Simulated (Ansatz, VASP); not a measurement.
# Se in VASP and in Ansatz

```
Se
1.0
     4.03845    0.00000    0.00000
    -2.01923    3.49740    0.00000
     0.00000    0.00000    5.12065
Se
3
Direct
  0.24873 0.00000 0.33333
  0.00000 0.24873 0.66667
  0.75127 0.75127 0.00000
```

Alike in both runs: task single point; functional PBEsol; k mesh 15 × 15 × 10; occupations gaussian, width 0.02 eV; no spin polarisation.

|  | VASP | Ansatz |
| --- | --- | --- |
| version | VASP 6.6.1 | Ansatz 0.2.0 |
| potentials or method | VASP PAW PBE potentials, release 64 (Se), cutoff 520 eV | scalar-relativistic, plane waves, PAW |
| valence electrons in the cell | 18 | 48 |

|  | VASP | Ansatz | Ansatz less VASP |
| --- | --- | --- | --- |
| gap on the k mesh at the Fermi level (eV) | 0.41 | 0.42 | +0.009 |
| least direct gap on the mesh (eV) | 0.44 | 0.45 | +0.009 |
| pressure (GPa) | 0.2 | 0.0 | -0.18 |
| traceless stress, the component that is largest in VASP (GPa) | 0.08 | 0.01 | -0.069 |
| rms of the force components (eV/Å) | 0.018 | 0.000 | -0.0178 |

VASP's potentials were made for PBE, not for PBEsol, and Ansatz warns of the same on its side. Atom by atom the forces differ by 0.018 eV/Å (rms over components). With one functional, cell and mesh, what is left measures potentials, basis and numerics. VASP's potentials hold 18 valence electrons a cell and Ansatz's 48, so a difference there can come from the potentials and not from the codes.
